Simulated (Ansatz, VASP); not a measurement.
**One calculation of HfO2, two programs**

INCAR

```
SYSTEM = HfO2
PREC = Accurate
ENCUT = 520
EDIFF = 1E-7
ISMEAR = -1
SIGMA = 0.01
LREAL = .False.
LASPH = .True.
NELM = 60
ALGO = Normal
ISIF = 2
LWAVE = .False.
LCHARG = .True.
GGA = PE
LELF = .True.
LVHAR = .True.
NBANDS = 56
```

File KPOINTS:

```
regular mesh
0
Gamma
  4 4 4
  0 0 0
```

POSCAR

```
HfO2
1.0
    5.1501000000      0.0000000000      0.0000000000
    0.0000000000      5.1852000000      0.0000000000
   -0.8308500000      0.0000000000      5.2767900000
Hf O
4 8
Direct
    0.2800000000      0.0492000000      0.2170000000
    0.7200000000      0.5492000000      0.2830000000
    0.7200000000      0.9508000000      0.7830000000
    0.2800000000      0.4508000000      0.7170000000
    0.0693000000      0.3265000000      0.3429000000
    0.9307000000      0.8265000000      0.1571000000
    0.9307000000      0.6735000000      0.6571000000
    0.0693000000      0.1735000000      0.8429000000
    0.4607000000      0.7489000000      0.4888000000
    0.5393000000      0.2489000000      0.0112000000
    0.5393000000      0.2511000000      0.5112000000
    0.4607000000      0.7511000000      0.9888000000
```

Input for Ansatz:

```yaml
crystal:
  lattice:
    - [5.1501, 0.0, 0.0]
    - [0.0, 5.1852, 0.0]
    - [-0.83085, 0.0, 5.27679]
  atoms:
    - { symbol: Hf, position: [0.28, 0.0492, 0.217] }
    - { symbol: Hf, position: [0.72, 0.5492, 0.283] }
    - { symbol: Hf, position: [0.72, 0.9508, 0.783] }
    - { symbol: Hf, position: [0.28, 0.4508, 0.717] }
    - { symbol: O, position: [0.0693, 0.3265, 0.3429] }
    - { symbol: O, position: [0.9307, 0.8265, 0.1571] }
    - { symbol: O, position: [0.9307, 0.6735, 0.6571] }
    - { symbol: O, position: [0.0693, 0.1735, 0.8429] }
    - { symbol: O, position: [0.4607, 0.7489, 0.4888] }
    - { symbol: O, position: [0.5393, 0.2489, 0.0112] }
    - { symbol: O, position: [0.5393, 0.2511, 0.5112] }
    - { symbol: O, position: [0.4607, 0.7511, 0.9888] }
hamiltonian:
  xc: pbe
  pseudopotentials: { kind: paw }
basis:
  ecutwfc: 420
kpoints:
  mp_grid: { grid: [4, 4, 4] }
scf:
  occupations: { method: fermi_dirac, width: 0.01 }
  lower_state_search: "off"
  algorithm: density_mixing
  max_iter: 50
  mixing: {}
output:
  forces: true
  stress: true
```

Alike in both runs: task single point; functional PBE; k mesh 4 × 4 × 4; occupations fermi-dirac, width 0.01 eV; no spin polarisation.

|  | VASP | Ansatz |
| --- | --- | --- |
| version | VASP 6.6.1 | Ansatz 0.2.0 |
| potentials or method | VASP PAW PBE potentials, release 64 (Hf_pv, O), cutoff 520 eV | PAW, plane waves, scalar-relativistic |
| valence electrons in the cell | 88 | 152 |

|  | VASP | Ansatz | Ansatz less VASP |
| --- | --- | --- | --- |
| pressure (GPa) | -0.1 | 3.0 | +3.04 |
| traceless stress, the component that is largest in VASP (GPa) | -2.88 | -2.88 | -0.005 |
| rms of the force components (eV/Å) | 0.703 | 0.714 | +0.0108 |

Atom by atom the forces differ by 0.036 eV/Å (rms over components). VASP's potentials hold 88 valence electrons a cell and Ansatz's 152, so a difference there can come from the potentials and not from the codes.

Neither program's run includes spin-orbit coupling.
